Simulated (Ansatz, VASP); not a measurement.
# GaP: VASP beside Ansatz

```
CELL_PARAMETERS angstrom
0.00000 2.68129 2.81535
2.68129 0.00000 2.81535
2.68129 2.68129 0.00000
ATOMIC_POSITIONS crystal
Ga 0.00000 0.00000 0.00000
P 0.75000 0.75000 0.75000
```

Alike in both runs: task single point; functional r2SCAN; k mesh 10 × 10 × 10; occupations gaussian, width 0.05 eV; no spin polarisation.

|  | VASP | Ansatz |
| --- | --- | --- |
| version | VASP 6.6.1 | Ansatz 0.2.0 |
| potentials or method | VASP PAW PBE potentials, release 64 (Ga_d, P), cutoff 520 eV | scalar-relativistic, plane waves, PAW |
| valence electrons in the cell | 18 | 18 |

|  | VASP | Ansatz | Ansatz less VASP |
| --- | --- | --- | --- |
| gap on the k mesh at the Fermi level (eV) | 1.61 | 1.61 | -0.007 |
| least direct gap on the mesh (eV) | 2.22 | 2.24 | +0.021 |
| pressure (GPa) | 0.0 | 0.0 | +0.05 |
| traceless stress, the component that is largest in VASP (GPa) | -2.92 | -2.90 | +0.022 |

VASP's potentials were made for PBE, not for r2SCAN. With one functional, cell and mesh, what is left measures potentials, basis and numerics.
